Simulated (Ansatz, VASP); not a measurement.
**Two plane-wave programs on Rh**

```xyz
1
Lattice="0.0000 1.9168 1.9168 1.9168 0.0000 1.9168 1.9168 1.9168 0.0000" Properties=species:S:1:pos:R:3 pbc="T T T"
Rh    0.0000    0.0000    0.0000
```

Alike in both runs: functional PBE; k mesh 8 × 8 × 8; occupations gaussian, width 0.1 eV; no spin polarisation.

Ansatz relaxed the structure, and its values are those at the end. VASP's run is a single point on that final structure, the one shown.

|  | VASP | Ansatz |
| --- | --- | --- |
| version | VASP 6.6.1 | Ansatz 0.2.0 |
| potentials or method | VASP PAW PBE potentials, release 64 (Rh_pv), cutoff 500 eV | scalar-relativistic, plane waves, PAW |
| valence electrons in the cell | 15 | 17 |

```csv
,VASP,Ansatz,Ansatz less VASP
gap on the k mesh at the Fermi level (eV),none,none,-
pressure (GPa),0.2,0.0,-0.13
```

A gap of «none» marks a metal or a gap that the smearing closes. With one functional, cell and mesh, what is left measures potentials, basis and numerics. VASP's potentials hold 15 valence electrons a cell and Ansatz's 17, so a difference there can come from the potentials and not from the codes.
